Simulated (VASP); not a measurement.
Input of a VASP 6.6.1 run:

Contents of INCAR:

```
SYSTEM = YN
PREC     = Accurate       ! precision mode
ENCUT    = 600            ! plane-wave cutoff, eV
EDIFF    = 1E-6           ! SCF threshold, eV
ISMEAR   = 0              ! smearing method
SIGMA    = 0.01           ! smearing width, eV
LREAL    = .FALSE.        ! projectors in reciprocal space
LASPH    = .TRUE.         ! aspherical terms in the spheres
NELM     = 120            ! most SCF steps
ALGO     = Normal         ! electronic algorithm
ISIF     = 2              ! what is computed and relaxed
LWAVE    = .FALSE.        ! write WAVECAR
LCHARG   = .FALSE.        ! write CHGCAR
GGA      = PE             ! functional
IVDW     = 12             ! dispersion correction
NBANDS   = 15             ! bands
GGA_COMPAT= .FALSE.
```

The input KPOINTS:

```
regular mesh
0
G
  12 12 12
  0 0 0
```

Contents of POSCAR:

```
YN
1.0
    0.0000000000      2.4344164636      2.4344164636
    2.4344164636      0.0000000000      2.4344164636
    2.4344164636      2.4344164636      0.0000000000
Y N
1 1
Direct
    0.0000000000      0.0000000000      0.0000000000
    0.5000000000      0.5000000000      0.5000000000
```

Potentials or basis: VASP PAW PBE potentials, release 64 (Y_sv, N).

Launch:

```sh
$ cat potpaw_PBE.64/Y_sv/POTCAR potpaw_PBE.64/N/POTCAR > POTCAR
$ mpirun -np 1 vasp_std > vasp.out
```

Problem. Predict the band gap on the k mesh.

Solution. 0.17 eV (least direct gap 0.55 eV).

Problem. Predict the pressure.

Solution. -0.3 GPa.

Caveat: semilocal functionals underestimate gaps, and a narrow one can read as zero. A k mesh can miss the band edges.
